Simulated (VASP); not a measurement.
# SnO (P4/nmm) in VASP: relaxation of the atoms with LDA

Aim: the relaxation of the atoms of SnO with LDA.

Everything below comes from runs of VASP 6.6.1. Logs are shortened: lines on timing, memory, paths and dates and some standing lists are left out, and cuts for length are marked.

### Step 1. The cell of the first run

It takes space group P4/nmm (No. 129, tetragonal). The conventional cell has a = 3.727 Å, b = 3.727 Å, c = 4.605 Å, α = 90.00°, β = 90.00°, γ = 90.00°. Within 2.9 Å of Sn (site symmetry 4mm) lie 4 O at 2.18 Å. O (site symmetry -4m2) has 4 Sn at 2.18 Å and 4 O at 2.64 Å within 2.9 Å.

### Step 2. Relaxation of the atoms, LDA (16.00 Å³/atom)

The input, INCAR:

```
SYSTEM = SnO
  PREC = Accurate
  ENCUT = 520
  EDIFF = 1E-7
  ISMEAR = -1
  SIGMA = 0.1
  LREAL = .FALSE.
  LASPH = .TRUE.
  NELM = 120
  ALGO = Normal
  ISIF = 2
  LWAVE = .FALSE.
  LCHARG = .FALSE.
  GGA = CA
  IBRION = 2
  NSW = 100
  EDIFFG = -0.002
  GGA_COMPAT = .FALSE.
  NELMIN = 4
```

The input, KPOINTS:

```
regular mesh
0
G
  8 8 6
  0 0 0
```

The input, POSCAR:

```
SnO
1.0
    3.7274419439      0.0000000000      0.0000000000
    0.0000000000      3.7274419439      0.0000000000
    0.0000000000      0.0000000000      4.6050343008
Sn O
2 2
Direct
    0.5000000000      0.0000000000      0.2462494532
    0.0000000000      0.5000000000      0.7537505468
    0.0000000000      0.0000000000      0.0000000000
    0.5000000000      0.5000000000      0.0000000000
```

Potentials or basis: VASP PAW LDA potentials, release 64 (Sn_d, O).

Started as:

```bash
$ cat potpaw_LDA.64/Sn_d/POTCAR potpaw_LDA.64/O/POTCAR > POTCAR
$ mpirun -np 1 vasp_std > vasp.out
```

OUTCAR:

```text
SYSTEM = SnO
   PREC = Accurate
   ENCUT = 520
   EDIFF = 1E-7
   ISMEAR = -1
   LREAL = .FALSE.
   LASPH = .TRUE.
   NELM = 120
   ISIF = 2
   GGA = CA
   IBRION = 2
   NSW = 100
   EDIFFG = -0.002
   NELMIN = 4

 ion  position               nearest neighbor table
   1  0.500  0.000  0.246-   3 2.18   4 2.18   4 2.18   3 2.18   2 3.48   2 3.48   2 3.48   2 3.48
                             2 3.52   2 3.52   2 3.52   2 3.52
   2  0.000  0.500  0.754-   3 2.18   4 2.18   3 2.18   4 2.18   1 3.48   1 3.48   1 3.48   1 3.48
                             1 3.52   1 3.52   1 3.52   1 3.52
   3  0.000  0.000  0.000-   1 2.18   2 2.18   2 2.18   1 2.18
   4  0.500  0.500  0.000-   1 2.18   2 2.18   1 2.18   2 2.18

  LATTYP: Found a simple tetragonal cell.
 ALAT       =     3.7274419439
 C/A-ratio  =     1.2354409190

  Lattice vectors:

 A1 = (   3.7274419439,   0.0000000000,   0.0000000000)
 A2 = (   0.0000000000,   3.7274419439,   0.0000000000)
 A3 = (   0.0000000000,   0.0000000000,   4.6050343008)

Analysis of symmetry for initial positions (statically):
=====================================================================
 Subroutine PRICEL returns:
 Original cell was already a primitive cell.

 Routine SETGRP: Setting up the symmetry group for a
 simple tetragonal supercell.

 Subroutine GETGRP returns: Found 16 space group operations
 (whereof  8 operations were pure point group operations)
 out of a pool of 16 trial point group operations.

The static configuration has the point symmetry D_2d.
 The point group associated with its full space group is D_4h.

Analysis of symmetry for dynamics (positions and initial velocities):
=====================================================================
 Subroutine PRICEL returns:
 Original cell was already a primitive cell.

 Routine SETGRP: Setting up the symmetry group for a
 simple tetragonal supercell.

 Subroutine GETGRP returns: Found 16 space group operations
 (whereof  8 operations were pure point group operations)
 out of a pool of 16 trial point group operations.

The dynamic configuration has the point symmetry D_2d.
 The point group associated with its full space group is D_4h.

[... 160 lines left out ...]
  in kB       41.2618308     41.2618308     34.0158094      0.0000000      0.0000000      0.0000000
  external PRESSURE =      38.8464903 kB  Pullay stress =       0.0000000 kB

 VOLUME and BASIS-vectors are now :
 -----------------------------------------------------------------------------
  energy-cutoff  :      520.00
  volume of cell :       63.98
      direct lattice vectors                 reciprocal lattice vectors
     3.727441944  0.000000000  0.000000000     0.268280503  0.000000000  0.000000000
     0.000000000  3.727441944  0.000000000     0.000000000  0.268280503  0.000000000
     0.000000000  0.000000000  4.605034301     0.000000000  0.000000000  0.217153649

 POSITION                                       TOTAL-FORCE (eV/Angst)
 -----------------------------------------------------------------------------------
      1.86372      0.00000      1.13399         0.000000      0.000000      0.572671
      0.00000      1.86372      3.47105        -0.000000      0.000000     -0.572671
      0.00000      0.00000      0.00000         0.000000      0.000000      0.000000
      1.86372      1.86372      0.00000         0.000000     -0.000000      0.000000
 -----------------------------------------------------------------------------------
    total drift:                                0.000000      0.000000     -0.000000

  FREE ENERGIE OF THE ION-ELECTRON SYSTEM (eV)
  ---------------------------------------------------
  free  energy   TOTEN  =       -25.7081486795 eV

  energy  without entropy=      -25.7000683330  energy(sigma->0) =      -25.70410851

--------------------------------------- Ionic step        2  -------------------------------------------

 number of electron      40.0000008 magnetization

 Free energy of the ion-electron system (eV)
  ---------------------------------------------------
  ext. energy  EPLUGINS =         0.00000000
  ---------------------------------------------------
  free energy    TOTEN  =       -25.72387635 eV

  energy without entropy =      -25.71361404  energy(sigma->0) =      -25.71874520

 E-fermi :   8.1368     XC(G=0): -11.1723

 val. band max:        8.1213155262   @ k =   0.1250   0.0000   0.0000
 cond. band min:       8.1428068727   @ k =   0.0000   0.0000   0.0000
 fundamental gap:      0.0214913464
 Fermi energy:         8.1368364413

 k-point     1 :       0.0000    0.0000    0.0000
  band No.  band energies     occupation
      1     -14.0694      2.00000
      2     -13.5903      2.00000
      3     -13.5903      2.00000
      4     -13.5712      2.00000
      5     -13.5242      2.00000
      6     -13.5169      2.00000
[... 637 lines left out ...]
     23      13.0599      0.00000
     24      13.0599      0.00000

 [... further k-points ...]

------------------------ aborting loop because EDIFF is reached ----------------------------------------

  FORCE on cell =-STRESS in cart. coord.  units (eV):
  Direction    XX          YY          ZZ          XY          YZ          ZX
  --------------------------------------------------------------------------------------
  -------------------------------------------------------------------------------------
  Total        0.9228767      0.9228767      0.3115692      0.0000000      0.0000000      0.0000000
  in kB       23.1099817     23.1099817      7.8020804      0.0000000      0.0000000      0.0000000
  external PRESSURE =      18.0073479 kB  Pullay stress =       0.0000000 kB

 VOLUME and BASIS-vectors are now :
 -----------------------------------------------------------------------------
  energy-cutoff  :      520.00
  volume of cell :       63.98
      direct lattice vectors                 reciprocal lattice vectors
     3.727441944  0.000000000  0.000000000     0.268280503  0.000000000  0.000000000
     0.000000000  3.727441944  0.000000000     0.000000000  0.268280503  0.000000000
     0.000000000  0.000000000  4.605034301     0.000000000  0.000000000  0.217153649

 POSITION                                       TOTAL-FORCE (eV/Angst)
 -----------------------------------------------------------------------------------
      1.86372      0.00000      1.16161        -0.000000      0.000000     -0.000536
      3.72744      1.86372      3.44342         0.000000      0.000000      0.000536
      0.00000      0.00000      0.00000         0.000000     -0.000000      0.000000
      1.86372      1.86372      0.00000         0.000000      0.000000      0.000000
 -----------------------------------------------------------------------------------
    total drift:                                0.000000     -0.000000     -0.000000

  FREE ENERGIE OF THE ION-ELECTRON SYSTEM (eV)
  ---------------------------------------------------
  free  energy   TOTEN  =       -25.7238763541 eV

  energy  without entropy=      -25.7136140373  energy(sigma->0) =      -25.71874520

 reached required accuracy - stopping structural energy minimisation
```

OSZICAR:

```text
N       E                     dE             d eps       ncg     rms          rms(c)
DAV:   1     0.395406439389E+03    0.39541E+03   -0.20988E+04  2936   0.264E+03
DAV:   2     0.255114121165E+02   -0.36990E+03   -0.36278E+03  3144   0.579E+02
[... 17 lines left out ...]
DAV:   2    -0.257242179506E+02   -0.17428E-01   -0.20085E-01  4392   0.393E+00    0.190E-01
DAV:   3    -0.257240153695E+02    0.20258E-03   -0.23871E-03  3464   0.443E-01    0.122E-01
DAV:   4    -0.257238754725E+02    0.13990E-03   -0.40510E-04  4408   0.180E-01    0.326E-02
DAV:   5    -0.257238766241E+02   -0.11515E-05   -0.47452E-05  4136   0.549E-02    0.978E-03
DAV:   6    -0.257238763926E+02    0.23148E-06   -0.65589E-06  3928   0.218E-02    0.350E-03
DAV:   7    -0.257238763541E+02    0.38527E-07   -0.53295E-07  2832   0.872E-03
   2 F= -.25723876E+02 E0= -.25718745E+02  d E =-.157277E-01
```

CONTCAR:

```text
SnO
   1.00000000000000
     3.7274419439000002    0.0000000000000000    0.0000000000000000
     0.0000000000000000    3.7274419439000002    0.0000000000000000
     0.0000000000000000    0.0000000000000000    4.6050343007999999
  Sn              O
     2     2
Direct
     0.5000000000000000    0.0000000000000000    0.2522487933760020
     1.0000000000000000    0.5000000000000000    0.7477512066239980
     0.0000000000000000    0.0000000000000000    0.0000000000000000
     0.5000000000000000    0.5000000000000000    0.0000000000000000

  0.00000000E+00  0.00000000E+00  0.00000000E+00
  0.00000000E+00  0.00000000E+00  0.00000000E+00
  0.00000000E+00  0.00000000E+00  0.00000000E+00
  0.00000000E+00  0.00000000E+00  0.00000000E+00
```

It took 1.9 min on 1 thread of Intel Xeon Platinum 8488C (Sapphire Rapids), shared host; peak memory 0.2 GiB.

What came out:

```yaml
Free_energy: -25.7239 eV
Energy_gained_by_relaxing: 3.9 meV/atom
Ionic_steps: 2
Pressure_after_relaxing: 1.8 GPa
Band_gap_on_the_k_mesh: zero (bands 20 and 21 overlap by 0.53 eV)
```

Stress tensor (GPa, compression positive):
```
2.31 0.00 0.00
0.00 2.31 0.00
0.00 0.00 0.78
```

Step by step:
| step | energy change (eV) | largest force (eV/Å) | pressure (GPa) |
| --- | --- | --- | --- |
| 1 | 0.0000 | 0.5727 | 3.88 |
| 2 | -0.0157 | 0.0005 | 1.80 |

Final structure:
```
Sn O
1.0
     3.72744    0.00000    0.00000
     0.00000    3.72744    0.00000
     0.00000    0.00000    4.60503
Sn O
2 2
Direct
  0.50000 0.00000 0.25225
  0.00000 0.50000 0.74775
  0.00000 0.00000 0.00000
  0.50000 0.50000 0.00000
```

Caveat: semilocal functionals underestimate gaps, so a narrow gap can read as zero; spin-orbit coupling is left out, which moves the levels of the heavy elements.
